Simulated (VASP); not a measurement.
# LiCl2 (Fm-3m) in VASP: further runs

LiCl2 is run at these levels: PBE; tasks: single point, relaxation of cell and atoms.

Everything below comes from runs of VASP 6.6.1. Logs are shortened: lines on timing, memory, paths and dates and some standing lists are left out, and cuts for length are marked.

**1. The cell of the first run**

The structure is cubic, space group Fm-3m (No. 225). The conventional cell has a = 6.302 Å, b = 6.302 Å, c = 6.302 Å, α = 90.00°, β = 90.00°, γ = 90.00°. Li (site symmetry m-3m) has 8 Cl at 2.73 Å within 3.6 Å. Cl (site symmetry -43m) has 4 Li at 2.73 Å and 6 Cl at 3.15 Å within 3.6 Å.

**2. Single point, PBE**

The input, INCAR:

```
ALGO = Normal
EDIFF = 1E-6
ENCUT = 520
GGA = PE
ISIF = 2
ISMEAR = 0
LASPH = True
LCHARG = False
LREAL = False
LWAVE = False
NBANDS = 16
NELM = 80
PREC = Accurate
SIGMA = 0.1
```

The input, KPOINTS:

```
k-points
0
Gamma
  12 12 12
```

The input, POSCAR:

```
LiCl2
1.0
    0.0000000000      3.1509255407      3.1509255407
    3.1509255407      0.0000000000      3.1509255407
    3.1509255407      3.1509255407      0.0000000000
Li Cl
1 2
Direct
    0.0000000000      0.0000000000      0.0000000000
    0.2500000000      0.2500000000      0.2500000000
    0.7500000000      0.7500000000      0.7500000000
```

Potentials or basis: VASP PAW PBE potentials, release 64 (Li_sv, Cl).

Launch:

```
> cat potpaw_PBE.64/Li_sv/POTCAR potpaw_PBE.64/Cl/POTCAR > POTCAR
> mpirun -np 1 vasp_std > vasp.out
```

OUTCAR:

```text
EDIFF = 1E-6
   ENCUT = 520
   GGA = PE
   ISIF = 2
   ISMEAR = 0
   LASPH = True
   LREAL = False
   NELM = 80
   PREC = Accurate

 ion  position               nearest neighbor table
   1  0.000  0.000  0.000-
   2  0.250  0.250  0.250-
   3  0.750  0.750  0.750-

  LATTYP: Found a face centered cubic cell.
 ALAT       =     6.3018510814

  Lattice vectors:

 A1 = (   0.0000000000,   3.1509255407,   3.1509255407)
 A2 = (   3.1509255407,   0.0000000000,   3.1509255407)
 A3 = (   3.1509255407,   3.1509255407,   0.0000000000)

Analysis of symmetry for initial positions (statically):
=====================================================================
 Subroutine PRICEL returns:
 Original cell was already a primitive cell.

 Routine SETGRP: Setting up the symmetry group for a
 face centered cubic supercell.

 Subroutine GETGRP returns: Found 48 space group operations
 (whereof 48 operations were pure point group operations)
 out of a pool of 48 trial point group operations.

The static configuration has the point symmetry O_h .

Analysis of symmetry for dynamics (positions and initial velocities):
=====================================================================
 Subroutine PRICEL returns:
 Original cell was already a primitive cell.

 Routine SETGRP: Setting up the symmetry group for a
 face centered cubic supercell.

 Subroutine GETGRP returns: Found 48 space group operations
 (whereof 48 operations were pure point group operations)
 out of a pool of 48 trial point group operations.

The dynamic configuration has the point symmetry O_h .

 Subroutine INISYM returns: Found 48 space group operations
 (whereof 48 operations are pure point group operations),
 and found     1 'primitive' translations

----------------------------------------------------------------------------------------

                                     Primitive cell

  volume of cell :      62.5669

  direct lattice vectors                    reciprocal lattice vectors
     0.000000000  3.150925541  3.150925541    -0.158683534  0.158683534  0.158683534
     3.150925541  0.000000000  3.150925541     0.158683534 -0.158683534  0.158683534
     3.150925541  3.150925541  0.000000000     0.158683534  0.158683534 -0.158683534

  length of vectors
     4.456081634  4.456081634  4.456081634     0.274847943  0.274847943  0.274847943

  position of ions in fractional coordinates (direct lattice)
     0.000000000  0.000000000  0.000000000
     0.250000000  0.250000000  0.250000000
     0.750000000  0.750000000  0.750000000

  ion indices of the primitive-cell ions
   primitive index   ion index
                 1           1
                 2           2
                 3           3

----------------------------------------------------------------------------------------

 KPOINTS: k-points

Automatic generation of k-mesh.
 Grid dimensions read from file:
 generate k-points for:   12   12   12

 Generating k-lattice:

  Cartesian coordinates                     Fractional coordinates (reciprocal lattice)
    -0.013223628  0.013223628  0.013223628     0.083333333  0.000000000  0.000000000
     0.013223628 -0.013223628  0.013223628     0.000000000  0.083333333  0.000000000
     0.013223628  0.013223628 -0.013223628     0.000000000  0.000000000  0.083333333

  Length of vectors
     0.022903995  0.022903995  0.022903995

  Shift w.r.t. Gamma in fractional coordinates (k-lattice)
     0.000000000  0.000000000  0.000000000

 Subroutine IBZKPT returns following result:
 ===========================================

 Found     72 irreducible k-points:

 Following reciprocal coordinates:
            Coordinates               Weight
  0.000000  0.000000  0.000000      1.000000
  0.083333  0.000000  0.000000      8.000000
  0.166667  0.000000  0.000000      8.000000
  0.250000  0.000000  0.000000      8.000000
  0.333333  0.000000  0.000000      8.000000
  0.416667  0.000000  0.000000      8.000000
[... 16 lines left out ...]
  0.500000  0.166667  0.000000     24.000000
 -0.416667  0.166667  0.000000     24.000000
 [... further k-points ...]
   k-points           NKPTS =     72   k-points in BZ     NKDIM =     72   number of bands    NBANDS=     16
   number of dos      NEDOS =    301   number of ions     NIONS =      3
   total plane-waves  NPLWV =  46656
   dimension x,y,z NGX =    36 NGY =   36 NGZ =   36
   dimension x,y,z NGXF=    72 NGYF=   72 NGZF=   72
   ions per type =               1   2
   NGX,Y,Z   is equivalent  to a cutoff of  13.43, 13.43, 13.43 a.u.
   NGXF,Y,Z  is equivalent  to a cutoff of  26.86, 26.86, 26.86 a.u.
 SYSTEM =  unknown system
   PREC   = accura    normal or accurate (medium, high low for compatibility)
   ISTART =      0    job   : 0-new  1-cont  2-samecut
   ICHARG =      2    charge: 1-file 2-atom 10-const
   ISPIN  =      1    spin polarized calculation?
   LNONCOLLINEAR =      F non collinear calculations
   LSORBIT =      F    spin-orbit coupling
   LASPH  =      T    aspherical Exc in radial PAW
   ENCUT  =  520.0 eV  38.22 Ry    6.18 a.u.   8.29  8.29  8.29*2*pi/ulx,y,z
   NELM   =     80;   NELMIN=  2; NELMDL= -5     # of ELM steps
   EDIFF  = 0.1E-05   stopping-criterion for ELM
   LREAL  =      F    real-space projection
   EDIFFG = 0.1E-04   stopping-criterion for IOM
   NSW    =      0    number of steps for IOM
   IBRION =     -1    ionic relax: 0-MD 1-quasi-New 2-CG
   NFREE  =      0    steps in history (QN), initial steepest desc. (CG)
   ISIF   =      2    stress and relaxation
   ISYM   =      2    0-nonsym 1-usesym 2-fastsym
   POTIM  = 0.5000    time-step for ionic-motion
   TEBEG  =    0.0;   TEEND  =   0.0 temperature during run
   PSTRESS=    0.0 pullay stress
   NELECT =      17.0000    total number of electrons
   NUPDOWN=      -1.0000    fix difference up-down
   EMIN   =  10.00;   EMAX   =-10.00  energy-range for DOS
   EFERMI =   0.00;   METHOD = LEGACY
   ISMEAR =     0;   SIGMA  =   0.10  broadening in eV -4-tet -1-fermi 0-gaus
   EFERMI_NEDOS =   21; number of points for ismear=-14 and -15
   IALGO  =     38    algorithm
   IMIX   =      4    mixing-type and parameters
     AMIX     =   0.40;   BMIX     =  1.00
     AMIX_MAG =   1.60;   BMIX_MAG =  1.00
  volume/ion in A,a.u.               =      20.86       140.74
  Fermi-wavevector in a.u.,A,eV,Ry     =   1.060335  2.003742 15.297164  1.124310
  Thomas-Fermi vector in A             =   2.195712
   LORBIT       =      0    0 simple, 1 ext, 2 COOP (PROOUT), +10 PAW based schemes
   GGA     = PE    functional components
   LHFCALC =     F    Hartree Fock is set to
   AEXX    =    0.0000 exact exchange contribution
   IVDW    =     0    specifies the selected vdW correction
   LEPSILON=     F    determine dielectric tensor
   LRPA    =     F    only Hartree local field effects (RPA)
 non-spin polarized calculation
 Gauss-broadening in eV      SIGMA  =   0.10
  energy-cutoff  :      520.00
  volume of cell :       62.57
 maximum number of plane-waves:      1708
 NGX is ok and might be reduce to    36
   NGX = 17   NGY = 17   NGZ = 17

 number of electron      17.0000003 magnetization

 Free energy of the ion-electron system (eV)
  ---------------------------------------------------
  ext. energy  EPLUGINS =         0.00000000
  ---------------------------------------------------
  free energy    TOTEN  =        -8.13391784 eV

  energy without entropy =       -8.11427098  energy(sigma->0) =       -8.12409441

 E-fermi :   0.4279     XC(G=0):  -8.3615

 val. band max:        0.4277647724   @ k =  -0.4167   0.2500   0.0000
 cond. band min:       0.4316278803   @ k =  -0.3333   0.3333   0.1667
 fundamental gap:      0.0038631079
 Fermi energy:         0.4279190676

 k-point     1 :       0.0000    0.0000    0.0000
  band No.  band energies     occupation
      1     -44.0193      2.00000
      2     -13.9026      2.00000
      3     -12.1851      2.00000
      4      -1.8206      2.00000
      5      -1.8206      2.00000
      6      -1.8206      2.00000
[... 8 lines left out ...]
     15      10.3301      0.00000
     16      14.0734      0.00000

 k-point     2 :       0.0833    0.0000    0.0000
  band No.  band energies     occupation
      1     -44.0193      2.00000
      2     -13.8753      2.00000
      3     -12.2153      2.00000
      4      -1.8284      2.00000
      5      -1.8057      2.00000
      6      -1.8057      2.00000
[... 8 lines left out ...]
     15      10.4617      0.00000
     16      14.1389      0.00000

 k-point     3 :       0.1667    0.0000    0.0000
  band No.  band energies     occupation
      1     -44.0192      2.00000
      2     -13.7945      2.00000
      3     -12.3038      2.00000
      4      -1.8409      2.00000
      5      -1.7596      2.00000
      6      -1.7596      2.00000
[... 8 lines left out ...]
     15      10.8356      0.00000
     16      14.1772      0.00000

 k-point     4 :       0.2500    0.0000    0.0000
  band No.  band energies     occupation
      1     -44.0192      2.00000
      2     -13.6645      2.00000
      3     -12.4448      2.00000
      4      -1.8326      2.00000
      5      -1.6783      2.00000
      6      -1.6783      2.00000
[... 8 lines left out ...]
     15      11.3884      0.00000
     16      13.8271      0.00000
[... 324 lines left out ...]
 k-point    22 :       0.4167    0.1667    0.0000
  band No.  band energies     occupation
      1     -44.0191      2.00000
      2     -13.3840      2.00000
      3     -12.7148      2.00000
      4      -2.1374      2.00000
      5      -2.0810      2.00000
      6      -2.0495      2.00000
[... 8 lines left out ...]
     15      11.9776      0.00000
     16      13.8472      0.00000

 k-point    23 :       0.5000    0.1667    0.0000
  band No.  band energies     occupation
      1     -44.0191      2.00000
      2     -13.1963      2.00000
      3     -12.9066      2.00000
      4      -2.3072      2.00000
      5      -2.0346      2.00000
      6      -1.9160      2.00000
[... 8 lines left out ...]
     15      12.5096      0.00000
     16      13.7116      0.00000

 k-point    24 :      -0.4167    0.1667    0.0000
  band No.  band energies     occupation
      1     -44.0191      2.00000
      2     -13.1084      2.00000
      3     -12.9976      2.00000
      4      -2.4339      2.00000
      5      -1.8586      2.00000
      6      -1.7139      2.00000
[... 8 lines left out ...]
     15      12.8932      0.00000
     16      13.9172      0.00000

 [... further k-points ...]
[... 5 lines left out ...]
  --------------------------------------------------------------------------------------
  -------------------------------------------------------------------------------------
  Total       -0.0550398     -0.0550398     -0.0550398     -0.0000000     -0.0000000     -0.0000000
  in kB       -1.4094287     -1.4094287     -1.4094287     -0.0000000     -0.0000000     -0.0000000
  external PRESSURE =      -1.4094287 kB  Pullay stress =       0.0000000 kB

 VOLUME and BASIS-vectors are now :
 -----------------------------------------------------------------------------
  energy-cutoff  :      520.00
  volume of cell :       62.57
      direct lattice vectors                 reciprocal lattice vectors
     0.000000000  3.150925541  3.150925541    -0.158683534  0.158683534  0.158683534
     3.150925541  0.000000000  3.150925541     0.158683534 -0.158683534  0.158683534
     3.150925541  3.150925541  0.000000000     0.158683534  0.158683534 -0.158683534

 POSITION                                       TOTAL-FORCE (eV/Angst)
 -----------------------------------------------------------------------------------
      0.00000      0.00000      0.00000         0.000000      0.000000     -0.000000
      1.57546      1.57546      1.57546         0.000000      0.000000      0.000000
      4.72639      4.72639      4.72639        -0.000000     -0.000000     -0.000000
 -----------------------------------------------------------------------------------
    total drift:                                0.000000      0.000000      0.000000

  FREE ENERGIE OF THE ION-ELECTRON SYSTEM (eV)
  ---------------------------------------------------
  free  energy   TOTEN  =        -8.1339178403 eV

  energy  without entropy=       -8.1142709850  energy(sigma->0) =       -8.12409441
```

Wall time 2.1 min (1 thread of Intel Xeon 8259CL, shared host); peak memory 0.22 GiB.

What came out:

```
Free energy            : -8.1339 eV
Band gap on the k mesh : zero (an odd number of electrons rules out a gap without spin polarisation)
```

Levels at points of the mesh, in eV from the Fermi level:
| k point | band 5 | band 6 | band 7 | band 8 | band 9 | band 10 | band 11 | band 12 | band 13 | band 14 |
| --- | --- | --- | --- | --- | --- | --- | --- | --- | --- | --- |
| (0.00, 0.00, 0.00) | -2.25 | -2.25 | -0.38 | -0.38 | -0.38 | 6.34 | 7.26 | 7.26 | 7.26 | 9.90 |
| (0.50, 0.00, 0.00) | -1.87 | -1.68 | -1.68 | -1.53 | -1.53 | 9.01 | 9.07 | 9.63 | 9.63 | 11.83 |
| (0.50, 0.50, 0.00) | -3.02 | -3.02 | 0.08 | 0.08 | 0.44 | 6.64 | 8.21 | 11.35 | 11.36 | 11.36 |

Caveat: the cutoff is under 1.25 times the usual one of these potentials, so pressure, stress and relaxed cells hold a basis-set (Pulay) error; an odd number of electrons without spin polarisation forces a metal; a magnetic or distorted state may lie lower.

[end of part 1 of 2]
